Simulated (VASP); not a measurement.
# TiAl16 in VASP: notebook

TiAl16 is run at these levels: LDA; tasks: single point.

Program: VASP 6.6.1. These are calculated values, not measurements. Logs are shortened: lines on timing, memory, paths and dates and some standing lists are left out, and cuts for length are marked.

## 1. The cell of the first run

The cell holds a slab with vacuum, 17 atoms: a = 8.100 Å, b = 5.728 Å, c = 16.296 Å, α = 90.00°, β = 90.00°, γ = 90.00°.

## 2. Single point, LDA

INCAR

```
SYSTEM = TiAl16
ALGO = Normal
EDIFF = 1E-6
ENCUT = 520
ISIF = 2
ISMEAR = 0
LASPH = .True.
LCHARG = .False.
LREAL = Auto
LWAVE = .False.
NBANDS = 44
NELM = 80
PREC = Accurate
SIGMA = 0.1
```

KPOINTS

```
k-points
0
Gamma
  2 3 1
  0 0 0
```

POSCAR

```
TiAl16
1.0
    8.1000000000      0.0000000000      0.0000000000
    0.0000000000      5.7275650000      0.0000000000
    0.0000000000      0.0000000000     16.2956740000
Al Ti
16 1
Direct
    0.2500000000      0.2499999564      0.0613659797
    0.7500000000      0.2499999564      0.0613659797
    0.2500000000      0.7500000436      0.0613659797
    0.7500000000      0.7500000436      0.0613659797
   -0.0027320988      0.0012776808      0.1310055663
    0.5027267901      0.0012682527      0.1310176554
    0.0038743210      0.5114766921      0.1393489462
    0.4961002469      0.5115178963      0.1393720198
    0.2499839506      0.2637637460      0.2166918042
    0.7499732099      0.2552967972      0.2264157960
    0.2499654321      0.7814041395      0.2275324727
    0.7499990123      0.7187632091      0.2312935323
   -0.0121961728     -0.0110835931      0.2962394191
    0.5121771605     -0.0110781807      0.2962545765
    0.0315656790      0.4736826208      0.3100405666
    0.4684014815      0.4737634579      0.3100659107
    0.2499834568      1.1331431420      0.3655452361
```

Potentials or basis: VASP PAW LDA potentials, release 64 (Al, Ti_sv).

On the command line:

```
cat potpaw_LDA.64/Al/POTCAR potpaw_LDA.64/Ti_sv/POTCAR > POTCAR
mpirun -np 1 vasp_std > vasp.out
```

OUTCAR:

```text
SYSTEM = TiAl16
   EDIFF = 1E-6
   ENCUT = 520
   ISIF = 2
   ISMEAR = 0
   LASPH = .True.
   LREAL = Auto
   NELM = 80
   PREC = Accurate

 ion  position               nearest neighbor table
   1  0.250  0.250  0.061-   9 2.53   5 2.74   6 2.74   7 2.80   8 2.80   3 2.86   3 2.86
   2  0.750  0.250  0.061-  10 2.69   5 2.71   6 2.71   7 2.84   8 2.84   4 2.86   4 2.86
   3  0.250  0.750  0.061-  11 2.71   8 2.73   7 2.73   5 2.75   6 2.75   1 2.86   1 2.86
   4  0.750  0.750  0.061-   5 2.71   6 2.71  12 2.77   7 2.78   8 2.78   2 2.86   2 2.86
   5  0.997  0.001  0.131-  13 2.69   2 2.71   4 2.71   1 2.74   3 2.75   7 2.81  11 2.87   9 2.90
                            10 2.92   7 2.93  12 3.05
   6  0.503  0.001  0.131-  14 2.69   2 2.71   4 2.71   1 2.74   3 2.75   8 2.81  11 2.87   9 2.90
                            10 2.92   8 2.93  12 3.05
   7  0.004  0.511  0.139-   3 2.73   9 2.75   4 2.78   1 2.80  15 2.80  12 2.81   5 2.81   2 2.84
                            10 2.90  11 2.90   5 2.93
   8  0.496  0.512  0.139-   3 2.73   9 2.75   4 2.78   1 2.80  16 2.80  12 2.81   6 2.81   2 2.84
                            10 2.90  11 2.90   6 2.93
   9  0.250  0.264  0.217-   1 2.53  17 2.54  15 2.62  16 2.63   8 2.75   7 2.75  11 2.77   5 2.90
                             6 2.90  13 2.94  14 2.94  11 2.97
  10  0.750  0.255  0.226-  12 2.66   2 2.69  14 2.71  13 2.71   8 2.90   7 2.90   6 2.92   5 2.92
                            15 2.94  16 2.94  12 3.07
  11  0.250  0.781  0.228-  13 2.68  14 2.68   3 2.71   9 2.77  15 2.84  16 2.84   5 2.87   6 2.87
                             8 2.90   7 2.90   9 2.97  17 3.02
  12  0.750  0.719  0.231-  10 2.66  13 2.69  14 2.69   4 2.77   8 2.81   7 2.81  15 2.97  16 2.97
                             6 3.05   5 3.05  10 3.07
  13  0.988  0.989  0.296-  17 2.54  11 2.68  12 2.69   5 2.69  10 2.71  15 2.81   9 2.94  15 2.98

  14  0.512  0.989  0.296-  17 2.54  11 2.68  12 2.69   6 2.69  10 2.71  16 2.81   9 2.94  16 2.98

  15  0.032  0.474  0.310-   9 2.62  17 2.78   7 2.80  13 2.81  11 2.84  10 2.94  12 2.97  13 2.98

  16  0.468  0.474  0.310-   9 2.63  17 2.78   8 2.80  14 2.81  11 2.84  10 2.94  12 2.97  14 2.98

  17  0.250  0.133  0.366-   9 2.54  14 2.54  13 2.54  15 2.78  16 2.78  11 3.02

  LATTYP: Found a simple orthorhombic cell.
 ALAT       =     5.7275650000
 B/A-ratio  =     1.4142135445
 C/A-ratio  =     2.8451312207

  Lattice vectors:

 A1 = (   0.0000000000,  -5.7275650000,   0.0000000000)
 A2 = (   8.1000000000,   0.0000000000,   0.0000000000)
 A3 = (   0.0000000000,   0.0000000000,  16.2956740000)

Analysis of symmetry for initial positions (statically):
=====================================================================
 Subroutine PRICEL returns:
 Original cell was already a primitive cell.

 Routine SETGRP: Setting up the symmetry group for a
 simple orthorhombic supercell.

 Subroutine GETGRP returns: Found  1 space group operations
 (whereof  1 operations were pure point group operations)
 out of a pool of  8 trial point group operations.

The static configuration has the point symmetry C_1 .

Analysis of symmetry for dynamics (positions and initial velocities):
=====================================================================
 Subroutine PRICEL returns:
 Original cell was already a primitive cell.

 Routine SETGRP: Setting up the symmetry group for a
 simple orthorhombic supercell.

 Subroutine GETGRP returns: Found  1 space group operations
 (whereof  1 operations were pure point group operations)
 out of a pool of  8 trial point group operations.

The dynamic configuration has the point symmetry C_1 .

 Subroutine INISYM returns: Found  1 space group operations
 (whereof  1 operations are pure point group operations),
 and found     1 'primitive' translations

----------------------------------------------------------------------------------------

                                     Primitive cell

  volume of cell :     756.0097

  direct lattice vectors                    reciprocal lattice vectors
     8.100000000  0.000000000  0.000000000     0.123456790  0.000000000  0.000000000
     0.000000000  5.727565000  0.000000000     0.000000000  0.174594265  0.000000000
     0.000000000  0.000000000 16.295674000     0.000000000  0.000000000  0.061365980

  length of vectors
     8.100000000  5.727565000 16.295674000     0.123456790  0.174594265  0.061365980

  position of ions in fractional coordinates (direct lattice)
     0.250000000  0.249999956  0.061365980
     0.750000000  0.249999956  0.061365980
     0.250000000  0.750000044  0.061365980
     0.750000000  0.750000044  0.061365980
     0.997267901  0.001277681  0.131005566
     0.502726790  0.001268253  0.131017655
[... 9 lines left out ...]
     0.468401482  0.473763458  0.310065911
     0.249983457  0.133143142  0.365545236

  ion indices of the primitive-cell ions
   primitive index   ion index
                 1           1
                 2           2
                 3           3
                 4           4
                 5           5
                 6           6
[... 9 lines left out ...]
                16          16
                17          17

----------------------------------------------------------------------------------------

 KPOINTS: k-points

Automatic generation of k-mesh.
 Grid dimensions read from file:
 generate k-points for:    2    3    1

 Generating k-lattice:

  Cartesian coordinates                     Fractional coordinates (reciprocal lattice)
     0.061728395  0.000000000  0.000000000     0.500000000  0.000000000  0.000000000
     0.000000000  0.058198088  0.000000000     0.000000000  0.333333333  0.000000000
     0.000000000  0.000000000  0.061365980     0.000000000  0.000000000  1.000000000

  Length of vectors
     0.061728395  0.058198088  0.061365980

  Shift w.r.t. Gamma in fractional coordinates (k-lattice)
     0.000000000  0.000000000  0.000000000

 Subroutine IBZKPT returns following result:
 ===========================================

 Found      4 irreducible k-points:

 Following reciprocal coordinates:
            Coordinates               Weight
  0.000000  0.000000  0.000000      1.000000
  0.500000  0.000000  0.000000      1.000000
  0.000000  0.333333  0.000000      2.000000
  0.500000  0.333333  0.000000      2.000000
   k-points           NKPTS =      4   k-points in BZ     NKDIM =      4   number of bands    NBANDS=     44
   number of dos      NEDOS =    301   number of ions     NIONS =     17
   total plane-waves  NPLWV = 362880
   dimension x,y,z NGX =    60 NGY =   48 NGZ =  126
   dimension x,y,z NGXF=   120 NGYF=   96 NGZF=  252
   ions per type =              16   1
   NGX,Y,Z   is equivalent  to a cutoff of  12.31, 13.93, 12.85 a.u.
   NGXF,Y,Z  is equivalent  to a cutoff of  24.63, 27.86, 25.71 a.u.
 SYSTEM =  TiAl16
   PREC   = accura    normal or accurate (medium, high low for compatibility)
   ISTART =      0    job   : 0-new  1-cont  2-samecut
   ICHARG =      2    charge: 1-file 2-atom 10-const
   ISPIN  =      1    spin polarized calculation?
   LNONCOLLINEAR =      F non collinear calculations
   LSORBIT =      F    spin-orbit coupling
   LASPH  =      T    aspherical Exc in radial PAW
   ENCUT  =  520.0 eV  38.22 Ry    6.18 a.u.  15.06 10.65 30.30*2*pi/ulx,y,z
   NELM   =     80;   NELMIN=  2; NELMDL= -5     # of ELM steps
   EDIFF  = 0.1E-05   stopping-criterion for ELM
   LREAL  =      T    real-space projection
   EDIFFG = 0.1E-04   stopping-criterion for IOM
   NSW    =      0    number of steps for IOM
   IBRION =     -1    ionic relax: 0-MD 1-quasi-New 2-CG
   NFREE  =      0    steps in history (QN), initial steepest desc. (CG)
   ISIF   =      2    stress and relaxation
   ISYM   =      2    0-nonsym 1-usesym 2-fastsym
   POTIM  = 0.5000    time-step for ionic-motion
   TEBEG  =    0.0;   TEEND  =   0.0 temperature during run
   PSTRESS=    0.0 pullay stress
   NELECT =      60.0000    total number of electrons
   NUPDOWN=      -1.0000    fix difference up-down
   EMIN   =  10.00;   EMAX   =-10.00  energy-range for DOS
   EFERMI =   0.00;   METHOD = LEGACY
   ISMEAR =     0;   SIGMA  =   0.10  broadening in eV -4-tet -1-fermi 0-gaus
   EFERMI_NEDOS =   21; number of points for ismear=-14 and -15
   IALGO  =     38    algorithm
   IMIX   =      4    mixing-type and parameters
     AMIX     =   0.40;   BMIX     =  1.00
     AMIX_MAG =   1.60;   BMIX_MAG =  1.00
  volume/ion in A,a.u.               =      44.47       300.11
  Fermi-wavevector in a.u.,A,eV,Ry     =   0.703530  1.329479  6.734270  0.494955
  Thomas-Fermi vector in A             =   1.788526
   LORBIT       =      0    0 simple, 1 ext, 2 COOP (PROOUT), +10 PAW based schemes
   GGA     = CA    functional components
   LHFCALC =     F    Hartree Fock is set to
   AEXX    =    0.0000 exact exchange contribution
   IVDW    =     0    specifies the selected vdW correction
   LEPSILON=     F    determine dielectric tensor
   LRPA    =     F    only Hartree local field effects (RPA)
 non-spin polarized calculation
 Gauss-broadening in eV      SIGMA  =   0.10
  energy-cutoff  :      520.00
  volume of cell :      756.01
 maximum number of plane-waves:     20376
   NGX = 31   NGY = 21   NGZ = 61

 number of electron      60.0000004 magnetization

 Free energy of the ion-electron system (eV)
  ---------------------------------------------------
  ext. energy  EPLUGINS =         0.00000000
  ---------------------------------------------------
  free energy    TOTEN  =       -68.24136026 eV

  energy without entropy =      -68.19128087  energy(sigma->0) =      -68.21632056

 E-fermi :   0.3986     XC(G=0):  -5.0627

 val. band max:        0.3646428444   @ k =   0.5000   0.3333   0.0000
 cond. band min:       0.4179713393   @ k =   0.0000   0.0000   0.0000
 fundamental gap:      0.0533284949
 Fermi energy:         0.3986164816

 k-point     1 :       0.0000    0.0000    0.0000
  band No.  band energies     occupation
      1     -55.9167      2.00000
      2     -32.8150      2.00000
      3     -32.5508      2.00000
      4     -32.4523      2.00000
      5      -9.8960      2.00000
      6      -7.7429      2.00000
[... 34 lines left out ...]
     41       2.4202      0.00000
     42       2.5699      0.00000

 k-point     2 :       0.5000    0.0000    0.0000
  band No.  band energies     occupation
      1     -55.9167      2.00000
      2     -32.8150      2.00000
      3     -32.5508      2.00000
      4     -32.4523      2.00000
      5      -9.4245      2.00000
      6      -9.2476      2.00000
[... 34 lines left out ...]
     41       2.2396      0.00000
     42       2.4055      0.00000

 k-point     3 :       0.0000    0.3333    0.0000
  band No.  band energies     occupation
      1     -55.9167      2.00000
      2     -32.8150      2.00000
      3     -32.5508      2.00000
      4     -32.4522      2.00000
      5      -9.4011      2.00000
      6      -7.9300      2.00000
[... 34 lines left out ...]
     41       2.3622      0.00000
     42       2.5859      0.00000

 k-point     4 :       0.5000    0.3333    0.0000
  band No.  band energies     occupation
      1     -55.9167      2.00000
      2     -32.8150      2.00000
      3     -32.5508      2.00000
      4     -32.4523      2.00000
      5      -8.9334      2.00000
      6      -8.7539      2.00000
[... 34 lines left out ...]
     41       2.7243      0.00000
     42       2.8236      0.00000
 [bands above 42 left out]

------------------------ aborting loop because EDIFF is reached ----------------------------------------

  FORCE on cell =-STRESS in cart. coord.  units (eV):
  Direction    XX          YY          ZZ          XY          YZ          ZX
  --------------------------------------------------------------------------------------
  -------------------------------------------------------------------------------------
  Total        0.9769726    -12.2550199      0.5320212     -0.0015979      0.3154323     -0.0009210
  in kB        2.0704541    -25.9715119      1.1274886     -0.0033864      0.6684815     -0.0019518
  external PRESSURE =      -7.5911897 kB  Pullay stress =       0.0000000 kB

 VOLUME and BASIS-vectors are now :
 -----------------------------------------------------------------------------
  energy-cutoff  :      520.00
  volume of cell :      756.01
      direct lattice vectors                 reciprocal lattice vectors
     8.100000000  0.000000000  0.000000000     0.123456790  0.000000000  0.000000000
     0.000000000  5.727565000  0.000000000     0.000000000  0.174594265  0.000000000
     0.000000000  0.000000000 16.295674000     0.000000000  0.000000000  0.061365980

 POSITION                                       TOTAL-FORCE (eV/Angst)
 -----------------------------------------------------------------------------------
      2.02500      1.43189      1.00000         0.000351      0.081930     -0.517939
      6.07500      1.43189      1.00000        -0.000664      0.140494     -0.000819
      2.02500      4.29567      1.00000        -0.000148      0.028367      0.256228
      6.07500      4.29567      1.00000        -0.000375     -0.234855      0.202410
      8.07787      0.00732      2.13482        -0.028441      0.016462      0.052740
      4.07209      0.00726      2.13502         0.028296      0.017135      0.052592
[... 9 lines left out ...]
      3.79405      2.71351      5.05273         0.171848      0.130114      0.062095
      2.02487      0.76259      5.95681         0.000789      0.051737      0.148089
 -----------------------------------------------------------------------------------
    total drift:                                0.000658     -0.007819     -0.007763

  FREE ENERGIE OF THE ION-ELECTRON SYSTEM (eV)
  ---------------------------------------------------
  free  energy   TOTEN  =       -68.2413602567 eV

  energy  without entropy=      -68.1912808707  energy(sigma->0) =      -68.21632056
```

Wall time 4.8 min (1 thread of Intel Xeon Platinum 8259CL at 2.50GHz (Skylake/Cascade Lake), shared host); peak memory 0.56 GiB.

Results:

* Free energy: -68.2414 eV
* Largest force: 0.524 eV/Å
* Band gap on the k mesh: 0.05 eV, indirect (least direct gap 0.20 eV)

Forces in eV/Å, atoms in the order of the input:
```
Al   0.000  0.082 -0.518
Al  -0.001  0.140 -0.001
Al   0.000  0.028  0.256
Al   0.000 -0.235  0.202
Al  -0.028  0.016  0.053
Al   0.028  0.017  0.053
Al   0.026 -0.024  0.012
Al  -0.026 -0.025  0.011
Al   0.001 -0.018 -0.201
Al   0.000 -0.269 -0.083
Al   0.001 -0.089 -0.138
Al   0.000  0.215  0.042
Al  -0.370 -0.076  0.020
Al   0.369 -0.076  0.019
Al  -0.173  0.131  0.063
Al   0.172  0.130  0.062
Ti   0.001  0.052  0.148
```

[end of part 1 of 2]
